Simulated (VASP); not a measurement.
Set up this calculation in VASP 6.6.1, as the native input.

* Task: single point
* Functional: PBEsol
* Potentials or basis: VASP PAW PBE potentials, release 64 (Ta_pv)
* Cutoff: 400 eV
* k mesh: 10 × 10 × 1
* Occupations: methfessel-paxton, width 0.1 eV
* Spin: no spin polarisation
* Dipole correction: yes
* Further INCAR settings: ALGO = Normal; EDIFF = 1e-06; NBANDS = 30; NELMDL = -8

The structure of Ta lies in POSCAR:

```
Ta
1.0
    3.3705436967      0.0000000000      0.0000000000
    0.0000000000      3.3705436967      0.0000000000
    0.0000000000      0.0000000000     26.2965096378
Ta
4
Direct
    0.0000000000      0.0000000000      0.5872057110
    0.5000000000      0.5000000000      0.6416525740
    1.0000000000      0.0000000000      0.7046991466
    0.5000000000      0.5000000000      0.7565525611
```

These files were run (other wordings do the same):

INCAR

```
SYSTEM = Ta
PREC     = Accurate       ! precision mode
ENCUT    = 400            ! plane-wave cutoff, eV
EDIFF    = 1E-6           ! SCF threshold, eV
ISMEAR   = 1              ! smearing method
SIGMA    = 0.1            ! smearing width, eV
LREAL    = .False.        ! projectors in reciprocal space
LASPH    = .True.         ! aspherical terms in the spheres
NELM     = 120            ! most SCF steps
ALGO     = Normal         ! electronic algorithm
ISIF     = 2              ! what is computed and relaxed
LWAVE    = .False.        ! write WAVECAR
LCHARG   = .True.         ! write CHGCAR
LDIPOL   = .True.       
IDIPOL   = 3            
DIPOL    = 0.5 0.5 0.673
GGA      = PS             ! functional
LELF     = .True.         ! ELF
LVHAR    = .True.       
LVACPOTAV= .True.       
NBANDS   = 30             ! bands
GGA_COMPAT= .False.      
NELMDL   = -8
```

KPOINTS

```
Automatic mesh
0
Gamma
  10 10 1
  0 0 0
```

Potentials or basis: VASP PAW PBE potentials, release 64 (Ta_pv).

Command:

```bash
$ cat potpaw_PBE.64/Ta_pv/POTCAR > POTCAR
$ mpirun -np 1 vasp_std > vasp.out
```

It gave:

| Property | Result |
| --- | --- |
| Largest force | 0.466 eV/Å |
| Band gap on the k mesh | zero (bands 22 and 23 overlap by 0.85 eV) |

Caveat: the PAW data sets were made with another functional, which shifts forces and pressure a little; spin-orbit coupling is left out, which moves the levels of the heavy elements.

It took 100 s on 1 thread of Intel(R) Xeon(R) 6975P-C (Granite Rapids) (shared host), peak memory 0.34 GiB.
